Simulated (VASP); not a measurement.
A run of VASP 6.6.1 is set up as follows.

File INCAR:

```
SYSTEM = MgF2
ALGO = Normal
EDIFF = 1E-8
ENCUT = 580
GGA_COMPAT = .False.
ISIF = 2
ISMEAR = 0
LASPH = .True.
LCALCEPS = .True.
LCHARG = .False.
LMIXTAU = .True.
LREAL = .False.
LWAVE = .False.
METAGGA = R2SCAN
NELM = 120
PREC = Accurate
SIGMA = 0.01
```

KPOINTS

```
k-points
0
Gamma
  4 4 8
  0 0 0
```

Contents of POSCAR:

```
MgF2
1.0
    4.4371353548      0.0000000000      0.0000000000
    0.0000000000      4.4371353548      0.0000000000
    0.0000000000      0.0000000000      2.9242672892
Mg F
2 4
Direct
    0.0000000000      0.0000000000      0.0000000000
    0.5000000000      0.5000000000      0.5000000000
    0.3010326328      0.3010326328      0.0000000000
    0.1989673672      0.8010326328      0.5000000000
    0.8010326328      0.1989673672      0.5000000000
    0.6989673672      0.6989673672      0.0000000000
```

Potentials or basis: VASP PAW PBE potentials, release 64 (Mg, F).

Launch:

```console
$ cat potpaw_PBE.64/Mg/POTCAR potpaw_PBE.64/F/POTCAR > POTCAR
$ mpirun -np 1 vasp_std > vasp.out
```

Q: Estimate the electronic dielectric tensor (diagonal).

A: 1.92, 1.92, 1.95.

Q: What does it give for the Born charges (mean of the diagonal)?

A: Mg +1.96; F -0.98 e.

Q: Estimate the band gap on the k mesh.

A: 8.95 eV.

Electronic dielectric tensor:
```
1.92 0.00 0.00
0.00 1.92 0.00
0.00 0.00 1.95
```

Caveat: the cell differs from its parent crystal (strain -4.0%); the structure was generated, so it needn't be the stable form of MgF2. A k mesh can miss the band edges.
